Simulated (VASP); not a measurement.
Set up this calculation in VASP 6.6.1, as the native input.

| Item | Value |
| --- | --- |
| Task | relaxation of the atoms |
| Functional | PBE |
| Potentials or basis | VASP PAW PBE potentials, release 64 (Si, O) |
| Cutoff | 520 eV |
| k mesh | 5 × 5 × 4 |
| Occupations | fermi-dirac, width 0.02 eV |
| Spin | no spin polarisation |
| Dipole correction | no |
| Further INCAR settings | ALGO = Normal; EDIFF = 1e-07; IBRION = 2; EDIFFG = -0.02; NSW = 80 |

The structure of SiO2 (Cristobalite) lies in POSCAR:

```
SiO2
1.0
    4.9028000000      0.0000000000      0.0000000000
    0.0000000000      4.9028000000      0.0000000000
    0.0000000000      0.0000000000      6.7782000000
Si O
4 8
Direct
    0.3086000000      0.3086000000      0.0000000000
    0.1914000000      0.8086000000      0.2500000000
    0.6914000000      0.6914000000      0.5000000000
    0.8086000000      0.1914000000      0.7500000000
    0.2364000000      0.1198000000      0.1870000000
    0.3802000000      0.7364000000      0.4370000000
    0.7636000000      0.8802000000      0.6870000000
    0.6198000000      0.2636000000      0.9370000000
    0.7364000000      0.3802000000      0.5630000000
    0.8802000000      0.7636000000      0.3130000000
    0.2636000000      0.6198000000      0.0630000000
    0.1198000000      0.2364000000      0.8130000000
```

These files were run (other wordings do the same):

INCAR

```
PREC = Accurate
ENCUT = 520
EDIFF = 1E-7
ISMEAR = -1
SIGMA = 0.02
LREAL = False
LASPH = True
NELM = 100
ALGO = Normal
ISIF = 2
LWAVE = False
LCHARG = False
GGA = PE
IBRION = 2
NSW = 80
EDIFFG = -0.02
```

KPOINTS

```
regular mesh
0
Gamma
  5 5 4
```

Potentials or basis: VASP PAW PBE potentials, release 64 (Si, O).

The run is started by

```sh
$ cat potpaw_PBE.64/Si/POTCAR potpaw_PBE.64/O/POTCAR > POTCAR
$ mpirun -np 1 vasp_std > vasp.out
```

It gave:

```json
{
 "Energy gained by relaxing": "10.9 meV/atom",
 "Ionic steps": "16",
 "Pressure after relaxing": "2.3 GPa",
 "Largest force after relaxing": "0.010 eV/Å",
 "Band gap on the k mesh": "5.69 eV, direct"
}
```

It took 26 min on 1 thread of Intel Xeon 8259CL, with other jobs on the host, peak memory 0.28 GiB.
